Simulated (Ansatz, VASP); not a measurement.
FeGe in VASP and in Ansatz

INCAR

```
SYSTEM = FeGe
PREC = Accurate
ENCUT = 520
EDIFF = 1E-7
ISMEAR = 0
SIGMA = 0.05
LREAL = .False.
LASPH = .True.
NELM = 150
ALGO = Fast
ISIF = 2
LWAVE = .False.
LCHARG = .False.
ISPIN = 2
MAGMOM = 4 4 4 0 0 0
LORBIT = 11
LMAXMIX = 4
GGA = PE
NBANDS = 46
```

Contents of KPOINTS:

```
regular mesh
0
Gamma
  9 9 8
  0 0 0
```

File POSCAR:

```
FeGe
1.0
    4.9976023358      0.0000000000      0.0000000000
   -2.4988011679      4.3280505808      0.0000000000
    0.0000000000      0.0000000000      4.1157613500
Fe Ge
3 3
Direct
    0.5000000000      0.0000000000      0.0000000000
    0.5000000000      0.5000000000      0.0000000000
    0.0000000000      0.5000000000      0.0000000000
    0.0000000000      0.0000000000      0.0000000000
    0.3333333300      0.6666666700      0.5000000000
    0.6666666700      0.3333333300      0.5000000000
```

Input for Ansatz:

```yaml
crystal:
  lattice:
    - [4.9976023358, 0.0, 0.0]
    - [-2.4988011679, 4.3280505808, 0.0]
    - [0.0, 0.0, 4.11576135]
  atoms:
    - { symbol: Fe, position: [0.5, 0.0, 0.0], spin: 4.0 }
    - { symbol: Fe, position: [0.5, 0.5, 0.0], spin: 4.0 }
    - { symbol: Fe, position: [0.0, 0.5, 0.0], spin: 4.0 }
    - { symbol: Ge, position: [0.0, 0.0, 0.0] }
    - { symbol: Ge, position: [0.33333333, 0.66666667, 0.5] }
    - { symbol: Ge, position: [0.66666667, 0.33333333, 0.5] }
magnetization:
  spin_polarized: true
basis:
  ecutwfc: 500
  fft_grid_basis: typed
kpoints:
  mp_grid: { grid: [9, 9, 8] }
hamiltonian:
  xc: pbe
  pseudopotentials: { kind: paw }
scf:
  occupations: { method: gaussian, width: 0.05 }
output:
  forces: true
  stress: true
  eigenvalues: true
  bader: true
  write_density: true
  volumetric_format: npy
  populations: true
  elf: true
```

Alike in both runs: task single point; functional PBE; k mesh 9 × 9 × 8; occupations gaussian, width 0.05 eV; collinear spin.

|  | VASP | Ansatz |
| --- | --- | --- |
| version | VASP 6.6.1 | Ansatz 0.2.0 |
| potentials or method | VASP PAW PBE potentials, release 64 (Fe, Ge_d), cutoff 520 eV | scalar-relativistic, plane waves, PAW |
| valence electrons in the cell | 66 | 90 |

Ansatz gave:

```
gap on the k mesh at the Fermi level (eV)                     : none
pressure (GPa)                                                : -4.3
traceless stress, the component that is largest in VASP (GPa) : -0.63
net moment per atom (μB)                                      : 0.68
size of the moment on the site where the two differ most (μB) : 0.07
```

Task: Which values does VASP return?

Result: gap on the k mesh at the Fermi level (eV): none; pressure (GPa): -4.2; traceless stress, the component that is largest in VASP (GPa): -0.65; net moment per atom (μB): 0.68; size of the moment on the site where the two differ most (μB): 0.09.

Site moments also hang on the region over which each program counts them. A gap of «none» marks a metal or a gap that the smearing closes. VASP's potentials hold 66 valence electrons a cell and Ansatz's 90, so a difference there can come from the potentials and not from the codes.
